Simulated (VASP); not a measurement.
Runs of VASP 6.6.1 on BiP6. The structure is that of space group Fm-3m (No. 225), or close to it. The cells are those of the table. 

```csv
task,cell,k mesh,cutoff (eV),gap on the mesh (eV),pressure (GPa),relaxed volume (Å³/atom),largest force (eV/Å)
relaxation of cell and atoms,"relaxed from a = 7.119 Å, angles 60.0°, 7 atoms",4 × 4 × 4,600,none,0.0,(a),-
single point,"a = 6.546 Å, angles 60.0°, 7 atoms",4 × 4 × 4,520,none,-0.2,-,0.08
relaxation of cell and atoms,"relaxed from a = 6.546 Å, angles 60.0°, 7 atoms",8 × 8 × 8,600,none,0.0,28.37,-
single point,"a = 6.550 Å, angles 60.0°, 7 atoms",8 × 8 × 8,520,none,-0.2,-,0.06
```

Alike in all rows: level PBE; potentials or basis VASP PAW PBE potentials, release 64 (Bi_d, P); no spin polarisation; smearing gaussian 0.1 eV.

Question: Fill in the values left out.

Answer: (a) 28.39.

Caveats: spin-orbit coupling is left out, which moves the levels of the heavy elements; the volume moved by over 15 % at a fixed basis, so the end points are rough (some runs).

A k mesh can miss the band edges, and the runs leave out spin-orbit coupling on Bi.

A gap of «none» marks levels without a gap at the run's occupations.
